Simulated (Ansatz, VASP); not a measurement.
**AlAs: VASP beside Ansatz**

```
Al As
1.0
     0.00000    2.86386    2.86386
     2.86386    0.00000    2.86386
     2.86386    2.86386    0.00000
Al As
1 1
Direct
  0.00000 0.00000 0.00000
  0.25000 0.25000 0.25000
```

Alike in both runs: functional PBE; k mesh 8 × 8 × 8; occupations gaussian, width 0.02 eV; no spin polarisation.

Ansatz relaxed the structure, and its values are those at the end. VASP's run is a single point on that final structure, the one shown.

|  | VASP | Ansatz |
| --- | --- | --- |
| version | VASP 6.6.1 | Ansatz 0.2.0 |
| potentials or method | VASP PAW PBE potentials, release 64 (Al, As), cutoff 500 eV | scalar-relativistic, plane waves, PAW |
| valence electrons in the cell | 8 | 18 |

VASP gave:

| Quantity | Value |
| --- | --- |
| gap on the k mesh at the Fermi level (eV) | 1.49 |
| least direct gap on the mesh (eV) | 1.78 |
| pressure (GPa) | 0.2 |

Q: What did Ansatz give for the same quantities?

A: gap on the k mesh at the Fermi level (eV): 1.50; least direct gap on the mesh (eV): 1.78; pressure (GPa): 0.0.

The functional is the same, so the differences come from potentials, cutoffs and numerics. VASP's potentials hold 8 valence electrons a cell and Ansatz's 18, so a difference there can come from the potentials and not from the codes.
